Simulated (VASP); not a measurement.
# Na: single point with PBEsol

Na:

```
Na
1.0
     3.73710    0.00000    0.00000
    -1.86855    3.23642    0.00000
     0.00000    0.00000    6.01937
Na
2
Direct
  0.33333 0.66667 0.25000
  0.66667 0.33333 0.75000
```

This isn't the form of Na at room conditions, which is bcc.

```json
{"Program": "VASP 6.6.1", "Task": "single point", "Functional": "PBEsol", "Potentials or basis": "VASP PAW PBE potentials, release 64 (Na_pv)", "Cutoff": "520 eV", "k mesh": "12 × 12 × 7", "Occupations": "gaussian, width 0.05 eV", "Spin": "no spin polarisation"}
```

| Quantity | Value |
| --- | --- |
| Pressure | 0.0 GPa |
| Band gap on the k mesh | zero (bands 7 and 8 overlap by 3.91 eV) |

Levels at points of the mesh, in eV from the Fermi level:
```tsv
k point	band 5	band 6	band 7	band 8	band 9	band 10
(0.00, 0.00, 0.00)	-24.78	-24.78	-3.33	0.60	1.06	9.95
(0.50, 0.00, 0.00)	-24.79	-24.79	0.19	0.32	3.89	3.93
```

Wall time 22 s on 1 thread of Intel(R) Xeon(R) 6975P-C (Granite Rapids), with other jobs on the host, peak memory 0.2 GiB.

Caveat: the PAW data sets were made with another functional, which shifts forces and pressure a little.
